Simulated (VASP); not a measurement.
# CdS (P6_3mc) in VASP: single point with r2SCAN

Aim: the single point of CdS with r2SCAN.

All numbers are computed with VASP 6.6.1; they aren't measurements. Logs are shortened: lines on timing, memory, paths and dates and some standing lists are left out, and cuts for length are marked.

## 1. The cell of the first run

Symmetry: P6_3mc, No. 186, hexagonal system. Conventional cell: a = 4.125 Å, b = 4.125 Å, c = 6.710 Å, α = 90.00°, β = 90.00°, γ = 120.00°. Cd (site symmetry 3m) has 4 S at 2.52 to 2.53 Å within 3.3 Å. Within 3.3 Å of S (site symmetry 3m) lie 4 Cd at 2.52 to 2.53 Å.

## 2. Single point, r2SCAN

The input, POSCAR:

```
CdS
1.0
    4.1246369402      0.0000000000      0.0000000000
   -2.0623184701      3.5720403716      0.0000000000
    0.0000000000      0.0000000000      6.7097113227
Cd S
2 2
Direct
    0.6666666667      0.3333333333      0.5001992796
    0.3333333333      0.6666666667      0.0001992796
    0.6666666667      0.3333333333      0.8768007204
    0.3333333333      0.6666666667      0.3768007204
```

The input, INCAR.step1:

```
  PREC = Accurate
  ENCUT = 520
  ISMEAR = 0
  SIGMA = 0.02
  LREAL = False
  LASPH = True
  NELM = 60
  NBANDS = 26
  GGA = PE
  ALGO = Normal
  EDIFF = 1E-4
  LWAVE = True
  LCHARG = False
```

The input, INCAR.step2:

```
  PREC = Accurate
  ENCUT = 520
  EDIFF = 1E-6
  ISMEAR = 0
  SIGMA = 0.02
  LREAL = False
  LASPH = True
  NELM = 60
  ALGO = Normal
  ISIF = 2
  LWAVE = False
  LCHARG = False
  METAGGA = R2SCAN
  LMIXTAU = True
  NBANDS = 26
  ISTART = 1
```

The input, KPOINTS:

```
regular mesh
0
Gamma
  9 9 4
```

Potentials or basis: VASP PAW PBE potentials, release 64 (Cd, S).

Command:

```bash
> cat potpaw_PBE.64/Cd/POTCAR potpaw_PBE.64/S/POTCAR > POTCAR
> cp INCAR.step1 INCAR
> mpirun -np 1 vasp_std > vasp.out
> cp INCAR.step2 INCAR
> mpirun -np 1 vasp_std > vasp.out
```

OUTCAR:

```text
PREC = Accurate
   ENCUT = 520
   EDIFF = 1E-6
   ISMEAR = 0
   LREAL = False
   LASPH = True
   NELM = 60
   ISIF = 2
   METAGGA = R2SCAN
   ISTART = 1

 ion  position               nearest neighbor table
   1  0.667  0.333  0.500-   4 2.52   4 2.52   4 2.52   3 2.53
   2  0.333  0.667  0.000-   3 2.52   3 2.52   3 2.52   4 2.53
   3  0.667  0.333  0.877-   2 2.52   2 2.52   2 2.52   1 2.53
   4  0.333  0.667  0.377-   1 2.52   1 2.52   1 2.52   2 2.53

  LATTYP: Found a hexagonal cell.
 ALAT       =     4.1246369402
 C/A-ratio  =     1.6267398610

  Lattice vectors:

 A1 = (   4.1246369402,   0.0000000000,   0.0000000000)
 A2 = (  -2.0623184701,   3.5720403716,   0.0000000000)
 A3 = (   0.0000000000,   0.0000000000,   6.7097113227)

Analysis of symmetry for initial positions (statically):
=====================================================================
 Subroutine PRICEL returns:
 Original cell was already a primitive cell.

 Routine SETGRP: Setting up the symmetry group for a
 hexagonal supercell.

 Subroutine GETGRP returns: Found 12 space group operations
 (whereof  6 operations were pure point group operations)
 out of a pool of 24 trial point group operations.

The static configuration has the point symmetry C_3v.
 The point group associated with its full space group is C_6v.

Analysis of symmetry for dynamics (positions and initial velocities):
=====================================================================
 Subroutine PRICEL returns:
 Original cell was already a primitive cell.

 Routine SETGRP: Setting up the symmetry group for a
 hexagonal supercell.

 Subroutine GETGRP returns: Found 12 space group operations
 (whereof  6 operations were pure point group operations)
 out of a pool of 24 trial point group operations.

The dynamic configuration has the point symmetry C_3v.
 The point group associated with its full space group is C_6v.

 Subroutine INISYM returns: Found 12 space group operations
 (whereof  6 operations are pure point group operations),
 and found     1 'primitive' translations

----------------------------------------------------------------------------------------

                                     Primitive cell

  volume of cell :      98.8567

  direct lattice vectors                    reciprocal lattice vectors
     4.124636940  0.000000000  0.000000000     0.242445581  0.139976022  0.000000000
    -2.062318470  3.572040372  0.000000000     0.000000000  0.279952043  0.000000000
     0.000000000  0.000000000  6.709711323     0.000000000  0.000000000  0.149037708

  length of vectors
     4.124636940  4.124636940  6.709711323     0.279952043  0.279952043  0.149037708

  position of ions in fractional coordinates (direct lattice)
     0.666666667  0.333333333  0.500199280
     0.333333333  0.666666667  0.000199280
     0.666666667  0.333333333  0.876800720
     0.333333333  0.666666667  0.376800720

  ion indices of the primitive-cell ions
   primitive index   ion index
                 1           1
                 2           2
                 3           3
                 4           4

----------------------------------------------------------------------------------------

 KPOINTS: regular mesh

Automatic generation of k-mesh.
 Grid dimensions read from file:
 generate k-points for:    9    9    4

 Generating k-lattice:

  Cartesian coordinates                     Fractional coordinates (reciprocal lattice)
     0.026938398  0.015552891  0.000000000     0.111111111  0.000000000  0.000000000
     0.000000000  0.031105783  0.000000000     0.000000000  0.111111111  0.000000000
     0.000000000  0.000000000  0.037259427     0.000000000  0.000000000  0.250000000

  Length of vectors
     0.031105783  0.031105783  0.037259427

  Shift w.r.t. Gamma in fractional coordinates (k-lattice)
     0.000000000  0.000000000  0.000000000

 Subroutine IBZKPT returns following result:
 ===========================================

 Found     36 irreducible k-points:

 Following reciprocal coordinates:
            Coordinates               Weight
  0.000000  0.000000  0.000000      1.000000
  0.111111  0.000000  0.000000      6.000000
  0.222222 -0.000000  0.000000      6.000000
  0.333333  0.000000  0.000000      6.000000
  0.444444 -0.000000  0.000000      6.000000
  0.111111  0.111111  0.000000      6.000000
[... 16 lines left out ...]
  0.333333  0.222222  0.250000     24.000000
  0.333333  0.333333  0.250000      4.000000
 [... further k-points ...]
   k-points           NKPTS =     36   k-points in BZ     NKDIM =     36   number of bands    NBANDS=     26
   number of dos      NEDOS =    301   number of ions     NIONS =      4
   total plane-waves  NPLWV =  51200
   dimension x,y,z NGX =    32 NGY =   32 NGZ =   50
   dimension x,y,z NGXF=    64 NGYF=   64 NGZF=  100
   ions per type =               2   2
   NGX,Y,Z   is equivalent  to a cutoff of  12.90, 12.90, 12.39 a.u.
   NGXF,Y,Z  is equivalent  to a cutoff of  25.80, 25.80, 24.78 a.u.
 SYSTEM =  unknown system
   PREC   = accura    normal or accurate (medium, high low for compatibility)
   ISTART =      1    job   : 0-new  1-cont  2-samecut
   ICHARG =      0    charge: 1-file 2-atom 10-const
   ISPIN  =      1    spin polarized calculation?
   LNONCOLLINEAR =      F non collinear calculations
   LSORBIT =      F    spin-orbit coupling
   LASPH  =      T    aspherical Exc in radial PAW
   ENCUT  =  520.0 eV  38.22 Ry    6.18 a.u.   7.67  7.67 12.48*2*pi/ulx,y,z
   NELM   =     60;   NELMIN=  2; NELMDL=  0     # of ELM steps
   EDIFF  = 0.1E-05   stopping-criterion for ELM
   LREAL  =      F    real-space projection
[... 7 lines left out ...]
   TEBEG  =    0.0;   TEEND  =   0.0 temperature during run
   PSTRESS=    0.0 pullay stress
   NELECT =      36.0000    total number of electrons
   NUPDOWN=      -1.0000    fix difference up-down
   EMIN   =  10.00;   EMAX   =-10.00  energy-range for DOS
   EFERMI =   0.00;   METHOD = LEGACY
   ISMEAR =     0;   SIGMA  =   0.02  broadening in eV -4-tet -1-fermi 0-gaus
   EFERMI_NEDOS =   21; number of points for ismear=-14 and -15
   IALGO  =     38    algorithm
   IMIX   =      4    mixing-type and parameters
     AMIX     =   0.40;   BMIX     =  1.00
     AMIX_MAG =   1.60;   BMIX_MAG =  1.00
  volume/ion in A,a.u.               =      24.71       166.78
  Fermi-wavevector in a.u.,A,eV,Ry     =   1.169070  2.209221 18.595404  1.366724
  Thomas-Fermi vector in A             =   2.305547
   LORBIT       =      0    0 simple, 1 ext, 2 COOP (PROOUT), +10 PAW based schemes
   METAGGA = R2SCAN    functional components
   LHFCALC =     F    Hartree Fock is set to
   AEXX    =    0.0000 exact exchange contribution
   IVDW    =     0    specifies the selected vdW correction
   LEPSILON=     F    determine dielectric tensor
   LRPA    =     F    only Hartree local field effects (RPA)
 non-spin polarized calculation
 Gauss-broadening in eV      SIGMA  =   0.02
  energy-cutoff  :      520.00
  volume of cell :       98.86
 maximum number of plane-waves:      2695
 NGX is ok and might be reduce to    32
   NGX = 15   NGY = 15   NGZ = 25

 number of electron      35.9999994 magnetization

 Free energy of the ion-electron system (eV)
  ---------------------------------------------------
  ext. energy  EPLUGINS =         0.00000000
  ---------------------------------------------------
  free energy    TOTEN  =       -59.36176178 eV

  energy without entropy =      -59.36176178  energy(sigma->0) =      -59.36176178

 E-fermi :   1.1724     XC(G=0):  -9.7459

 val. band max:        1.0806769359   @ k =   0.0000   0.0000   0.0000
 cond. band min:       2.7739723940   @ k =   0.0000   0.0000   0.0000
 fundamental gap:      1.6932954580
 Fermi energy:         1.1723898203

 k-point     1 :       0.0000    0.0000    0.0000
  band No.  band energies     occupation
      1     -11.8228      2.00000
      2     -11.3836      2.00000
      3      -6.8781      2.00000
      4      -6.8717      2.00000
      5      -6.8717      2.00000
      6      -6.7785      2.00000
[... 18 lines left out ...]
     25       9.2255      0.00000
     26       9.2729      0.00000

 k-point     2 :       0.1111    0.0000    0.0000
  band No.  band energies     occupation
      1     -11.7780      2.00000
      2     -11.3638      2.00000
      3      -6.8642      2.00000
      4      -6.8522      2.00000
      5      -6.8349      2.00000
      6      -6.7560      2.00000
[... 18 lines left out ...]
     25       9.1616      0.00000
     26       9.5080      0.00000

 k-point     3 :       0.2222   -0.0000    0.0000
  band No.  band energies     occupation
      1     -11.6607      2.00000
      2     -11.3167      2.00000
      3      -6.8228      2.00000
      4      -6.8077      2.00000
      5      -6.7357      2.00000
      6      -6.6826      2.00000
[... 18 lines left out ...]
     25       9.4650      0.00000
     26      10.1328      0.00000

 k-point     4 :       0.3333    0.0000    0.0000
  band No.  band energies     occupation
      1     -11.5171      2.00000
      2     -11.2724      2.00000
      3      -6.7864      2.00000
      4      -6.7680      2.00000
      5      -6.6322      2.00000
      6      -6.6046      2.00000
[... 18 lines left out ...]
     25       9.8587      0.00000
     26      10.6074      0.00000

 k-point     5 :       0.4444   -0.0000    0.0000
  band No.  band energies     occupation
      1     -11.4104      2.00000
      2     -11.2564      2.00000
      3      -6.7703      2.00000
      4      -6.7495      2.00000
      5      -6.5604      2.00000
      6      -6.5559      2.00000
[... 18 lines left out ...]
     25       9.9993      0.00000
     26      11.7281      0.00000

 k-point     6 :       0.1111    0.1111    0.0000
  band No.  band energies     occupation
      1     -11.6968      2.00000
      2     -11.3304      2.00000
      3      -6.8323      2.00000
      4      -6.8228      2.00000
      5      -6.7658      2.00000
      6      -6.7175      2.00000
[... 427 lines left out ...]
 k-point    21 :       0.4444    0.1111    0.2500
  band No.  band energies     occupation
      1     -11.3552      2.00000
      2     -11.2696      2.00000
      3      -6.7513      2.00000
      4      -6.7218      2.00000
      5      -6.6196      2.00000
      6      -6.5746      2.00000
[... 18 lines left out ...]
     25       9.9585      0.00000
     26      11.3124      0.00000

 k-point    22 :       0.2222    0.2222    0.2500
  band No.  band energies     occupation
      1     -11.4162      2.00000
      2     -11.2824      2.00000
      3      -6.7538      2.00000
      4      -6.7276      2.00000
      5      -6.6335      2.00000
      6      -6.6081      2.00000
[... 18 lines left out ...]
     25       9.5399      0.00000
     26      10.6904      0.00000

 k-point    23 :       0.3333    0.2222    0.2500
  band No.  band energies     occupation
      1     -11.3361      2.00000
      2     -11.2693      2.00000
      3      -6.7502      2.00000
      4      -6.6933      2.00000
      5      -6.6196      2.00000
      6      -6.5728      2.00000
[... 18 lines left out ...]
     25      10.2249      0.00000
     26      10.9762      0.00000

 k-point    24 :       0.3333    0.3333    0.2500
  band No.  band energies     occupation
      1     -11.2870      2.00000
      2     -11.2870      2.00000
      3      -6.7540      2.00000
      4      -6.6429      2.00000
      5      -6.6429      2.00000
      6      -6.5629      2.00000
[... 18 lines left out ...]
     25      10.8800      0.00000
     26      11.2885      0.00000

 [... further k-points ...]

------------------------ aborting loop because EDIFF is reached ----------------------------------------

  FORCE on cell =-STRESS in cart. coord.  units (eV):
  Direction    XX          YY          ZZ          XY          YZ          ZX
  --------------------------------------------------------------------------------------
  -------------------------------------------------------------------------------------
  Total        1.3074211      1.3074211      1.2865942      0.0000000      0.0000000      0.0000000
  in kB       21.1894721     21.1894721     20.8519289      0.0000000      0.0000000      0.0000000
  external PRESSURE =      21.0769577 kB  Pullay stress =       0.0000000 kB

 VOLUME and BASIS-vectors are now :
 -----------------------------------------------------------------------------
  energy-cutoff  :      520.00
  volume of cell :       98.86
      direct lattice vectors                 reciprocal lattice vectors
     4.124636940  0.000000000  0.000000000     0.242445581  0.139976022  0.000000000
    -2.062318470  3.572040372  0.000000000     0.000000000  0.279952043  0.000000000
     0.000000000  0.000000000  6.709711323     0.000000000  0.000000000  0.149037708

 POSITION                                       TOTAL-FORCE (eV/Angst)
 -----------------------------------------------------------------------------------
      2.06232      1.19068      3.35619        -0.000000     -0.000000      0.000753
     -0.00000      2.38136      0.00134         0.000000     -0.000000      0.000753
      2.06232      1.19068      5.88308         0.000000     -0.000000     -0.000753
     -0.00000      2.38136      2.52822        -0.000000      0.000000     -0.000753
 -----------------------------------------------------------------------------------
    total drift:                               -0.000000     -0.000000     -0.002641

  FREE ENERGIE OF THE ION-ELECTRON SYSTEM (eV)
  ---------------------------------------------------
  free  energy   TOTEN  =       -59.3617617814 eV

  energy  without entropy=      -59.3617617814  energy(sigma->0) =      -59.36176178
```

Run time: 4.2 min. Hardware: 1 thread of AMD EPYC 7R13 (Zen 3), shared host; peak memory 0.24 GiB.

What came out:

```
Free energy            : -59.3618 eV
Pressure               : 2.1 GPa
Band gap on the k mesh : 1.69 eV
```

Caveat: the PAW data sets were made with another functional, which shifts forces and pressure a little.
